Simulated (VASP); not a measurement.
The system is Sn.

```
CELL_PARAMETERS angstrom
0.00000 3.23334 3.23334
3.23334 0.00000 3.23334
3.23334 3.23334 0.00000
ATOMIC_POSITIONS crystal
Sn 0.75000 0.75000 0.75000
Sn 0.50000 0.50000 0.50000
```

This isn't the form of Sn at room conditions, which is tetragonal (white tin).

- Program: VASP 6.6.1
- Task: relaxation of cell and atoms
- Functional: r2SCAN
- Dispersion: rVV10
- Potentials or basis: VASP PAW PBE potentials, release 64 (Sn_d)
- Cutoff: 600 eV
- k mesh: 7 × 7 × 7
- Occupations: fermi-dirac, width 0.05 eV
- Spin: no spin polarisation

At the start: pressure 1.6 GPa; volume 33.80 Å³/atom.

Q: Where does the relaxation end?

A: Over 3 steps the energy falls by 5.4 meV/atom and the volume is 34.92 Å³/atom (+3.3 %); space group Fd-3m (No. 227, to 0.1 Å) before and after.

Step by step:
```csv
step,energy change (eV),largest force (eV/Å),pressure (GPa),volume (Å³)
1,0.0000,0.0000,1.60,67.61
2,-0.0083,0.0000,-0.69,70.96
3,-0.0108,0.0000,0.00,69.83
```

Final structure:
```cif
data_structure
_symmetry_space_group_name_H-M 'P 1'
_symmetry_Int_Tables_number 1
_cell_length_a 4.6223
_cell_length_b 4.6223
_cell_length_c 4.6223
_cell_angle_alpha 60.000
_cell_angle_beta 60.000
_cell_angle_gamma 60.000
_cell_volume 69.83
loop_
_atom_site_label
_atom_site_type_symbol
_atom_site_fract_x
_atom_site_fract_y
_atom_site_fract_z
_atom_site_occupancy
Sn1 Sn 0.75000 0.75000 0.75000 1
Sn2 Sn 0.50000 0.50000 0.50000 1
```

Caveat: the PAW data sets were made with another functional, which shifts forces and pressure a little.
